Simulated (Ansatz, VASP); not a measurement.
**NbCd3 in VASP and in Ansatz**

```
CELL_PARAMETERS angstrom
4.12896 0.00000 0.00000
0.00000 4.12896 0.00000
0.00000 0.00000 4.12896
ATOMIC_POSITIONS crystal
Nb 0.00000 0.00000 0.00000
Cd 0.00000 0.50000 0.50000
Cd 0.50000 0.00000 0.50000
Cd 0.50000 0.50000 0.00000
```

Change from the starting cell: volume scaled by 0.94, crystal datasets.

Alike in both runs: task electric field gradients; functional LDA; k mesh 9 × 9 × 9; occupations fermi-dirac, width 0.08 eV; no spin polarisation.

```csv
,VASP,Ansatz
version,VASP 6.6.1,Ansatz 0.2.0
potentials or method,"VASP PAW LDA potentials, release 64 (Nb_sv, Cd), cutoff 520 eV","all-electron PAW with datasets made for the crystal, scalar-relativistic"
```

|  | VASP | Ansatz | Ansatz less VASP |
| --- | --- | --- | --- |
| pressure (GPa) | 6.6 | 5.5 | -1.12 |
| size of Vzz on the site where it differs most (V/Å²) | 120.5 | 124.5 | +4.06 |

LDA's correlation is that of Perdew and Zunger in VASP and of Perdew and Wang (1992) in Ansatz. Ansatz ran all-electron here, and VASP with PAW potentials.
